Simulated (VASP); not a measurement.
BP, 8 atoms in the cell. Symmetry: P4_132, No. 213, cubic system. The conventional cell has a = 5.321 Å, b = 5.321 Å, c = 5.321 Å, α = 90.00°, β = 90.00°, γ = 90.00°. B (site symmetry 32) has 3 P at 1.88 Å within 2.5 Å. Within 2.5 Å of P (site symmetry 32) lie 3 B at 1.88 Å. 

```yaml
Program: VASP 6.6.1
Task: single point
Functional: PBE
Potentials_or_basis: VASP PAW PBE potentials, release 64 (B, P)
Cutoff: 520 eV
k_mesh: 8 × 8 × 8
Occupations: gaussian, width 0.1 eV
Spin: no spin polarisation
Dipole_correction: no
Further_INCAR_settings: ALGO = Normal; EDIFF = 1e-07; NBANDS = 26
```

Potentials or basis: VASP PAW PBE potentials, release 64 (B, P).

The run is started by

```sh
$ cat potpaw_PBE.64/B/POTCAR potpaw_PBE.64/P/POTCAR > POTCAR
$ mpirun -np 1 vasp_std > vasp.out
```

Hardware: 1 thread of Intel(R) Xeon(R) 6975P-C (Granite Rapids) (shared host).

Problem. How long does it take, and how much memory?

Solution. Wall time 55 s on 1 thread of Intel(R) Xeon(R) 6975P-C (Granite Rapids), on a shared host, peak memory 0.28 GiB. Counts: scf iterations 16, k points 35.
